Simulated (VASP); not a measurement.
Runs of VASP 6.6.1 on GaP. The structure is that of space group I-4m2 (No. 119), or close to it. The cells are those of the table. 

| cell | gap on the mesh (eV) | pressure (GPa) |
| --- | --- | --- |
| a = 3.944, b = 3.944, c = 3.795 Å, angles 61.2, 61.2, 57.5°, 2 atoms | (a) | 0.0 |
| a = 3.797, b = 3.797, c = 3.893 Å, angles 59.2, 59.2, 61.7°, 2 atoms | (b) | 4.3 |
| a = 3.847, b = 3.847, c = 3.698 Å, angles 61.3, 61.3, 57.5°, 2 atoms | 1.18 | 6.9 |
| a = 3.894, b = 3.894, c = 3.990 Å, angles 59.2, 59.2, 61.6°, 2 atoms | 1.20 | (c) |
| a = 3.944, b = 3.944, c = 4.087 Å, angles 58.8, 58.8, 62.4°, 2 atoms | 0.74 | -4.8 |
| a = 3.991, b = 3.991, c = 4.087 Å, angles 59.2, 59.2, 61.6°, 2 atoms | 0.64 | -6.0 |
| a = 3.847, b = 3.847, c = 3.990 Å, angles 58.8, 58.8, 62.5°, 2 atoms | 0.99 | 0.0 |
| a = 3.898, b = 3.898, c = 3.698 Å, angles 61.7, 61.7, 56.6°, 2 atoms | 1.11 | 4.5 |

Alike in all rows: task single point; level PBE; potentials or basis VASP PAW PBE potentials, release 64 (Ga_d, P); no spin polarisation; k mesh 8 × 8 × 8; cutoff (eV) 520; smearing gaussian 0.05 eV.

Fill in the values left out.

(a) 1.32; (b) 1.12; (c) -1.8.

A k mesh can miss the band edges, and the runs leave out spin-orbit coupling on Ga.
